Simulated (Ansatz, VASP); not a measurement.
Given: the input of a run of Ansatz 0.2.0 on Pt.

File input.yaml:

```yaml
crystal:
  lattice:
    - [-1.58422, 1.58422, 1.58422]
    - [1.58422, -1.58422, 1.58422]
    - [1.58422, 1.58422, -1.58422]
  atoms:
    - { symbol: Pt, position: [0.0, 0.0, 0.0] }
hamiltonian:
  xc: pbesol
  pseudopotentials: { kind: paw }
  dispersion: d4
kpoints:
  mp_grid: { grid: [12, 12, 12] }
scf:
  occupations: { method: fermi_dirac, width: 0.05 }
output:
  forces: true
  stress: true
  eigenvalues: true
relax:
  f_tol: 0.01
  max_steps: 40
  cell: { stress_tol: 0.05 }
```

Potentials or basis: Ansatz PAW.

Launch:

```console
$ ansatz run input.yaml --threads 2 --pin off --max-ram 5632MiB --backend cpu --events-out ev --progress --plain --runs-dir out
```

Q: Translate it to VASP 6.6.1. Potentials there: VASP PAW PBE potentials, release 64 (Pt).

A: As run (the cutoff follows the program's own potentials):

The input INCAR:

```
PREC = Accurate
ENCUT = 600
EDIFF = 1E-6
ISMEAR = -1
SIGMA = 0.05
LREAL = False
LASPH = True
NELM = 80
ALGO = Fast
ISIF = 3
LWAVE = False
LCHARG = False
GGA = PS
IVDW = 13
IBRION = 2
NSW = 60
EDIFFG = -0.01
```

File KPOINTS:

```
Automatic mesh
0
Gamma
  12 12 12
```

Contents of POSCAR:

```
Pt
1.0
   -1.5842200000      1.5842200000      1.5842200000
    1.5842200000     -1.5842200000      1.5842200000
    1.5842200000      1.5842200000     -1.5842200000
Pt
1
Direct
    0.0000000000      0.0000000000      0.0000000000
```

Potentials or basis: VASP PAW PBE potentials, release 64 (Pt).

The run is started by

```sh
$ cat potpaw_PBE.64/Pt/POTCAR > POTCAR
$ mpirun -np 1 vasp_std > vasp.out
```

Both were run:

|  | VASP | Ansatz | Ansatz less VASP |
| --- | --- | --- | --- |
| gap on the k mesh at the Fermi level, each at its own relaxed structure (eV) | none | none | - |
| relaxed volume (Å³/atom) | 14.95 | 14.97 | +0.016 |
| relaxed cell length with the largest relative difference (Å) | 2.688 | 2.689 | +0.0010 |

VASP's potentials were made for PBE, not for PBEsol. A gap of «none» marks a metal or a gap that the smearing closes. VASP's potentials hold 10 valence electrons a cell and Ansatz's 18, so a difference there can come from the potentials and not from the codes.

Spin-orbit coupling is off throughout. Noted on Ansatz's run: the plane-wave basis is chosen anew once the cell has moved, so the energies of steps on either side of that aren't comparable.
